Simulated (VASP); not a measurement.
Zn8Au7 (a cell with a defect), 15 atoms in the cell. The cell holds a defect, 15 atoms: a = 6.265 Å, b = 6.265 Å, c = 6.265 Å, α = 90.00°, β = 90.00°, γ = 90.00°. 

* Program: VASP 6.6.1
* Task: single point
* Functional: PBE
* Potentials or basis: VASP PAW PBE potentials, release 64 (Au, Zn)
* Cutoff: 520 eV
* k mesh: 2 × 2 × 2
* Occupations: gaussian, width 0.1 eV
* Spin: no spin polarisation
* Dipole correction: no
* Further INCAR settings: LREAL = Auto; ALGO = Normal; EDIFF = 1e-06; NBANDS = 100

Potentials or basis: VASP PAW PBE potentials, release 64 (Au, Zn).

Command:

```sh
$ cat potpaw_PBE.64/Au/POTCAR potpaw_PBE.64/Zn/POTCAR > POTCAR
$ mpirun -np 1 vasp_std > vasp.out
```

Hardware: 1 thread of Intel(R) Xeon(R) 6975P-C (Granite Rapids), on a shared host.

How long does it take, and how much memory?

Run time: 3.4 min on 1 thread of Intel(R) Xeon(R) 6975P-C (Granite Rapids) (shared host), peak memory 0.39 GiB. Counts: scf iterations 14, k points 8.
